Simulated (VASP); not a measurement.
# Sb2Pt (Pa-3) in VASP: single point with PBE

Aim: the single point of Sb2Pt with PBE.

Program: VASP 6.6.1. These are calculated values, not measurements. Logs are shortened: lines on timing, memory, paths and dates and some standing lists are left out, and cuts for length are marked.

**1. The cell of the first run**

The structure is cubic, space group Pa-3 (No. 205). The conventional cell has a = 6.441 Å, b = 6.441 Å, c = 6.441 Å, α = 90.00°, β = 90.00°, γ = 90.00°. Within 3.6 Å of Sb (site symmetry 3) lie 3 Pt at 2.67 Å and 7 Sb at 2.80 to 3.60 Å. Pt (site symmetry -3) has 6 Sb at 2.67 Å within 3.5 Å.

**2. Single point, PBE**

Contents of INCAR:

```
ALGO = Normal ; EDIFF = 1E-6
ENCUT = 520 ; GGA = PE
ISIF = 2 ; ISMEAR = -1
LASPH = True ; LCHARG = False
LREAL = False ; LWAVE = False
NBANDS = 52 ; NELM = 80
PREC = Accurate ; SIGMA = 0.05
```

Contents of KPOINTS:

```
k-points
0
Gamma
  5 5 5
```

Contents of POSCAR:

```
Sb2Pt
1.0
    6.4410000000      0.0000000000      0.0000000000
    0.0000000000      6.4410000000      0.0000000000
    0.0000000000      0.0000000000      6.4410000000
Sb Pt
8 4
Direct
    0.3744148963      0.3744148963      0.3744148963
    0.1255851037      0.6255851037      0.8744148963
    0.8744148963      0.1255851037      0.6255851037
    0.6255851037      0.8744148963      0.1255851037
    0.6255851037      0.6255851037      0.6255851037
    0.8744148963      0.3744148963      0.1255851037
    0.1255851037      0.8744148963      0.3744148963
    0.3744148963      0.1255851037      0.8744148963
    0.0000000000      0.0000000000      0.0000000000
    0.5000000000      0.0000000000      0.5000000000
    0.5000000000      0.5000000000      0.0000000000
    0.0000000000      0.5000000000      0.5000000000
```

Potentials or basis: VASP PAW PBE potentials, release 64 (Sb, Pt).

Started as:

```console
$ cat potpaw_PBE.64/Sb/POTCAR potpaw_PBE.64/Pt/POTCAR > POTCAR
$ mpirun -np 1 vasp_std > vasp.out
```

OUTCAR:

```text
EDIFF = 1E-6
   ENCUT = 520
   GGA = PE
   ISIF = 2
   ISMEAR = -1
   LASPH = True
   LREAL = False
   NELM = 80
   PREC = Accurate

 ion  position               nearest neighbor table
   1  0.374  0.374  0.374-  10 2.67  11 2.67  12 2.67   5 2.80   6 3.60   7 3.60   8 3.60   8 3.60
                             7 3.60   6 3.60
   2  0.126  0.626  0.874-   9 2.67  11 2.67  12 2.67   6 2.80   5 3.60   7 3.60   8 3.60   7 3.60
                             8 3.60   5 3.60
   3  0.874  0.126  0.626-   9 2.67  10 2.67  12 2.67   7 2.80   6 3.60   5 3.60   8 3.60   6 3.60
                             5 3.60   8 3.60
   4  0.626  0.874  0.126-   9 2.67  10 2.67  11 2.67   8 2.80   6 3.60   7 3.60   5 3.60   5 3.60
                             6 3.60   7 3.60
   5  0.626  0.626  0.626-  10 2.67  11 2.67  12 2.67   1 2.80   2 3.60   3 3.60   4 3.60   4 3.60
                             3 3.60   2 3.60
   6  0.874  0.374  0.126-   9 2.67  11 2.67  12 2.67   2 2.80   1 3.60   3 3.60   4 3.60   3 3.60
                             4 3.60   1 3.60
   7  0.126  0.874  0.374-   9 2.67  10 2.67  12 2.67   3 2.80   2 3.60   1 3.60   4 3.60   2 3.60
                             1 3.60   4 3.60
   8  0.374  0.126  0.874-   9 2.67  10 2.67  11 2.67   4 2.80   2 3.60   3 3.60   1 3.60   1 3.60
                             2 3.60   3 3.60
   9  0.000  0.000  0.000-   2 2.67   3 2.67   4 2.67   6 2.67   7 2.67   8 2.67
  10  0.500  0.000  0.500-   1 2.67   3 2.67   4 2.67   5 2.67   7 2.67   8 2.67
  11  0.500  0.500  0.000-   1 2.67   2 2.67   4 2.67   5 2.67   6 2.67   8 2.67
  12  0.000  0.500  0.500-   1 2.67   2 2.67   3 2.67   5 2.67   6 2.67   7 2.67

  LATTYP: Found a simple cubic cell.
 ALAT       =     6.4410000000

  Lattice vectors:

 A1 = (   6.4410000000,   0.0000000000,   0.0000000000)
 A2 = (   0.0000000000,   6.4410000000,   0.0000000000)
 A3 = (   0.0000000000,   0.0000000000,   6.4410000000)

Analysis of symmetry for initial positions (statically):
=====================================================================
 Subroutine PRICEL returns:
 Original cell was already a primitive cell.

 Routine SETGRP: Setting up the symmetry group for a
 simple cubic supercell.

 Subroutine GETGRP returns: Found 24 space group operations
 (whereof  6 operations were pure point group operations)
 out of a pool of 48 trial point group operations.

The static configuration has the point symmetry S_6 .
 The point group associated with its full space group is T_h .

Analysis of symmetry for dynamics (positions and initial velocities):
[... 131 lines left out ...]
   EMIN   =  10.00;   EMAX   =-10.00  energy-range for DOS
   EFERMI =   0.00;   METHOD = LEGACY
   ISMEAR =    -1;   SIGMA  =   0.05  broadening in eV -4-tet -1-fermi 0-gaus
   EFERMI_NEDOS =   21; number of points for ismear=-14 and -15
   IALGO  =     38    algorithm
   IMIX   =      4    mixing-type and parameters
     AMIX     =   0.40;   BMIX     =  1.00
     AMIX_MAG =   1.60;   BMIX_MAG =  1.00
  volume/ion in A,a.u.               =      22.27       150.27
  Fermi-wavevector in a.u.,A,eV,Ry     =   1.095178  2.069587 16.319041  1.199416
  Thomas-Fermi vector in A             =   2.231497
   LORBIT       =      0    0 simple, 1 ext, 2 COOP (PROOUT), +10 PAW based schemes
   GGA     = PE    functional components
   LHFCALC =     F    Hartree Fock is set to
   AEXX    =    0.0000 exact exchange contribution
   IVDW    =     0    specifies the selected vdW correction
   LEPSILON=     F    determine dielectric tensor
   LRPA    =     F    only Hartree local field effects (RPA)
 non-spin polarized calculation
  energy-cutoff  :      520.00
  volume of cell :      267.21
 maximum number of plane-waves:      7212
   NGX = 23   NGY = 23   NGZ = 23

 number of electron      80.0000002 magnetization

 Free energy of the ion-electron system (eV)
  ---------------------------------------------------
  ext. energy  EPLUGINS =         0.00000000
  ---------------------------------------------------
  free energy    TOTEN  =       -62.98973375 eV

  energy without entropy =      -62.97854009  energy(sigma->0) =      -62.98413692

 E-fermi :   9.4150     XC(G=0): -10.9769

 val. band max:        9.3598125283   @ k =   0.0000   0.0000   0.0000
 cond. band min:       9.4496831727   @ k =   0.2000   0.0000   0.0000
 fundamental gap:      0.0898706444
 Fermi energy:         9.4150167945

 k-point     1 :       0.0000    0.0000    0.0000
  band No.  band energies     occupation
      1      -3.4339      2.00000
      2      -1.1329      2.00000
      3      -1.1329      2.00000
      4      -1.1329      2.00000
      5       0.3458      2.00000
      6       0.3458      2.00000
[... 594 lines left out ...]
     51      12.4117      0.00000
     52      12.4386      0.00000

------------------------ aborting loop because EDIFF is reached ----------------------------------------

  FORCE on cell =-STRESS in cart. coord.  units (eV):
  Direction    XX          YY          ZZ          XY          YZ          ZX
  --------------------------------------------------------------------------------------
  -------------------------------------------------------------------------------------
  Total        9.6268851      9.6268851      9.6268851      0.0000000      0.0000000      0.0000000
  in kB       57.7213491     57.7213491     57.7213491      0.0000000      0.0000000      0.0000000
  external PRESSURE =      57.7213491 kB  Pullay stress =       0.0000000 kB

 VOLUME and BASIS-vectors are now :
 -----------------------------------------------------------------------------
  energy-cutoff  :      520.00
  volume of cell :      267.21
      direct lattice vectors                 reciprocal lattice vectors
     6.441000000  0.000000000  0.000000000     0.155255395  0.000000000  0.000000000
     0.000000000  6.441000000  0.000000000     0.000000000  0.155255395  0.000000000
     0.000000000  0.000000000  6.441000000     0.000000000  0.000000000  0.155255395

 POSITION                                       TOTAL-FORCE (eV/Angst)
 -----------------------------------------------------------------------------------
      2.41161      2.41161      2.41161        -0.015434     -0.015434     -0.015434
      0.80889      4.02939      5.63211         0.015434      0.015434     -0.015434
      5.63211      0.80889      4.02939        -0.015434      0.015434      0.015434
      4.02939      5.63211      0.80889         0.015434     -0.015434      0.015434
      4.02939      4.02939      4.02939         0.015434      0.015434      0.015434
      5.63211      2.41161      0.80889        -0.015434     -0.015434      0.015434
      0.80889      5.63211      2.41161         0.015434     -0.015434     -0.015434
      2.41161      0.80889      5.63211        -0.015434      0.015434     -0.015434
      0.00000      0.00000      0.00000         0.000000      0.000000      0.000000
      3.22050      0.00000      3.22050         0.000000      0.000000      0.000000
      3.22050      3.22050      0.00000         0.000000      0.000000      0.000000
      0.00000      3.22050      3.22050         0.000000      0.000000      0.000000
 -----------------------------------------------------------------------------------
    total drift:                               -0.000000      0.000000      0.000000

  FREE ENERGIE OF THE ION-ELECTRON SYSTEM (eV)
  ---------------------------------------------------
  free  energy   TOTEN  =       -62.9897337543 eV

  energy  without entropy=      -62.9785400904  energy(sigma->0) =      -62.98413692
```

OSZICAR:

```text
N       E                     dE             d eps       ncg     rms          rms(c)
DAV:   1     0.507141623277E+03    0.50714E+03   -0.31104E+04  1144   0.132E+03
DAV:   2    -0.293063077087E+02   -0.53645E+03   -0.50226E+03  1304   0.245E+02
DAV:   3    -0.642519941412E+02   -0.34946E+02   -0.33887E+02  1356   0.663E+01
DAV:   4    -0.649824546817E+02   -0.73046E+00   -0.72345E+00  1328   0.100E+01
DAV:   5    -0.649971449294E+02   -0.14690E-01   -0.14663E-01  1316   0.153E+00    0.176E+01
DAV:   6    -0.635143265983E+02    0.14828E+01   -0.89413E+00  1236   0.166E+01    0.709E+00
DAV:   7    -0.631009991393E+02    0.41333E+00   -0.16487E+00  1236   0.743E+00    0.550E+00
DAV:   8    -0.629987274615E+02    0.10227E+00   -0.26957E-01  1284   0.215E+00    0.760E-01
DAV:   9    -0.629891470817E+02    0.95804E-02   -0.39859E-02  1264   0.108E+00    0.306E-01
DAV:  10    -0.629897761031E+02   -0.62902E-03   -0.36762E-03  1272   0.252E-01    0.849E-02
DAV:  11    -0.629897542837E+02    0.21819E-04   -0.29861E-04  1308   0.831E-02    0.517E-02
DAV:  12    -0.629897335660E+02    0.20718E-04   -0.54525E-05  1308   0.429E-02    0.196E-02
DAV:  13    -0.629897337543E+02   -0.18831E-06   -0.76707E-06  1252   0.933E-03
   1 F= -.62989734E+02 E0= -.62984137E+02  d E =-.111937E-01
```

stdout:

```text
POSCAR found type information on POSCAR SbPt
 POSCAR found :  2 types and      12 ions
 scaLAPACK will be used
 LDA part: xc-table for (Slater+PW92), standard interpolation
 POSCAR, INCAR and KPOINTS ok, starting setup
 FFT: planning ... GRIDC
 FFT: planning ... GRID_SOFT
 FFT: planning ... GRID
 WAVECAR not read
 entering main loop
```

Wall time 2.3 min (1 thread of Intel Xeon Platinum 8124M at 3.00GHz (Skylake/Cascade Lake), shared host); peak memory 0.39 GiB.

Results:

- Free energy: -62.9897 eV
- Pressure: 5.8 GPa
- Largest force: 0.027 eV/Å
- Band gap on the k mesh: zero (bands 40 and 41 overlap by 0.09 eV)

Forces on the atoms (eV/Å):
```
Sb  -0.015 -0.015 -0.015
Sb   0.015  0.015 -0.015
Sb  -0.015  0.015  0.015
Sb   0.015 -0.015  0.015
Sb   0.015  0.015  0.015
Sb  -0.015 -0.015  0.015
Sb   0.015 -0.015 -0.015
Sb  -0.015  0.015 -0.015
Pt   0.000  0.000  0.000
Pt   0.000  0.000  0.000
Pt   0.000  0.000  0.000
Pt   0.000  0.000  0.000
```

Levels at points of the mesh, in eV from the Fermi level:
```csv
k point,band 36,band 37,band 38,band 39,band 40,band 41,band 42,band 43,band 44,band 45
"(0.00, 0.00, 0.00)",-2.40,-1.80,-0.57,-0.57,-0.57,-0.06,-0.06,-0.06,0.81,3.23
```

Caveat: the cell stands under pressure; spin-orbit coupling is left out, which moves the levels of the heavy elements.

The gap in the log of VASP goes by the Fermi energy; the results here count the filled bands.